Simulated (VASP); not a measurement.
Input of a VASP 6.6.1 run:

File INCAR:

```
SYSTEM = C
ALGO     = Normal         ! electronic algorithm
EDIFF    = 1E-7           ! SCF threshold, eV
EDIFFG   = -0.04          ! ionic threshold
ENCUT    = 600            ! plane-wave cutoff, eV
GGA      = PE             ! functional
IBRION   = 2              ! ionic algorithm
ISIF     = 3              ! what is computed and relaxed
ISMEAR   = 0              ! smearing method
LASPH    = .True.         ! aspherical terms in the spheres
LCHARG   = .False.        ! write CHGCAR
LREAL    = .False.        ! projectors in reciprocal space
LWAVE    = .False.        ! write WAVECAR
NELM     = 60             ! most SCF steps
NSW      = 90             ! ionic steps
PREC     = Accurate       ! precision mode
SIGMA    = 0.1            ! smearing width, eV
```

KPOINTS

```
k-points
0
Gamma
  6 6 6
  0 0 0
```

Contents of POSCAR:

```
C
1.0
   -2.4821496100      2.4821496100      2.4821496100
    2.4821496100     -2.4821496100      2.4821496100
    2.4821496100      2.4821496100     -2.4821496100
C
12
Direct
    0.1250000000      0.7500000000      0.8750000000
    0.7500000000      0.3750000000      0.6250000000
    0.6250000000      0.3750000000      0.2500000000
    0.7500000000      0.8750000000      0.1250000000
    0.1250000000      0.8750000000      0.2500000000
    0.2500000000      0.1250000000      0.8750000000
    0.8750000000      0.1250000000      0.7500000000
    0.3750000000      0.6250000000      0.7500000000
    0.3750000000      0.2500000000      0.6250000000
    0.8750000000      0.2500000000      0.1250000000
    0.2500000000      0.6250000000      0.3750000000
    0.6250000000      0.7500000000      0.3750000000
```

Potentials or basis: VASP PAW PBE potentials, release 64 (C).

The run is started by

```console
$ cat potpaw_PBE.64/C/POTCAR > POTCAR
$ mpirun -np 1 vasp_std > vasp.out
```

Question: What does it give for the relaxed cell?

Answer: a = 4.480 Å, b = 4.480 Å, c = 4.480 Å, α = 109.47°, β = 109.47°, γ = 109.47°.

Question: Predict the space group after relaxing (to 0.1 Å).

Answer: Ia-3d (No. 230).

Step by step:
```tsv
step	energy change (eV)	largest force (eV/Å)	pressure (GPa)	volume (Å³)
1	0.0000	0.0000	63.08	61.17
2	0.4556	0.0000	-46.37	80.71
3	-1.4315	0.0000	-1.56	69.47
4	-1.4328	0.0000	-0.19	69.23
```
